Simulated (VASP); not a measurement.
Wanted: the native input for a VASP 6.6.1 run.

* Task: relaxation of cell and atoms
* Functional: PBE
* Potentials or basis: VASP PAW PBE potentials, release 64 (Sr_sv, Cl)
* Cutoff: 600 eV
* k mesh: 6 × 6 × 6
* Occupations: gaussian, width 0.1 eV
* Spin: no spin polarisation
* Dipole correction: no
* Further INCAR settings: ALGO = Normal; EDIFF = 1e-07; IBRION = 2; EDIFFG = -0.04; NSW = 90; ISIF = 3

The structure of SrCl lies in POSCAR:

```
SrCl
1.0
    0.0000000000      3.0803912800      3.0803912800
    3.0803912800      0.0000000000      3.0803912800
    3.0803912800      3.0803912800      0.0000000000
Sr Cl
1 1
Direct
    0.0000000000      0.0000000000      0.0000000000
    0.2500000000      0.2500000000      0.2500000000
```

The cell was built from a structure type or drawn by symmetry, and may not be a known phase.

The input as run:

INCAR

```
ALGO     = Normal         # electronic algorithm
EDIFF    = 1E-7           # SCF threshold, eV
EDIFFG   = -0.04          # ionic threshold
ENCUT    = 600            # plane-wave cutoff, eV
GGA      = PE             # functional
IBRION   = 2              # ionic algorithm
ISIF     = 3              # what is computed and relaxed
ISMEAR   = 0              # smearing method
LASPH    = T              # aspherical terms in the spheres
LCHARG   = F              # write CHGCAR
LREAL    = F              # projectors in reciprocal space
LWAVE    = F              # write WAVECAR
NELM     = 80             # most SCF steps
NSW      = 90             # ionic steps
PREC     = Accurate       # precision mode
SIGMA    = 0.1            # smearing width, eV
```

KPOINTS

```
k-points
0
Gamma
  6 6 6
```

Potentials or basis: VASP PAW PBE potentials, release 64 (Sr_sv, Cl).

Command:

```sh
$ cat potpaw_PBE.64/Sr_sv/POTCAR potpaw_PBE.64/Cl/POTCAR > POTCAR
$ mpirun -np 1 vasp_std > vasp.out
```

Results of the run:

* Relaxed volume: 40.69 Å³/atom
* Relaxed cell: a = 4.864 Å, b = 4.864 Å, c = 4.864 Å, α = 60.00°, β = 60.00°, γ = 60.00°
* Space group after relaxing (to 0.1 Å): F-43m (No. 216)
* Energy gained by relaxing: 327.6 meV/atom
* Ionic steps: 4
* Pressure after relaxing: 0.0 GPa
* Band gap on the k mesh: zero (an odd number of electrons rules out a gap without spin polarisation)

Caveat: the volume moved by over 15 % at a fixed basis, so the end points are rough; an odd number of electrons without spin polarisation forces a metal; a magnetic or distorted state may lie lower.

It took 110 s on 1 thread of AMD EPYC 7R13, with other jobs on the host, peak memory 0.19 GiB.
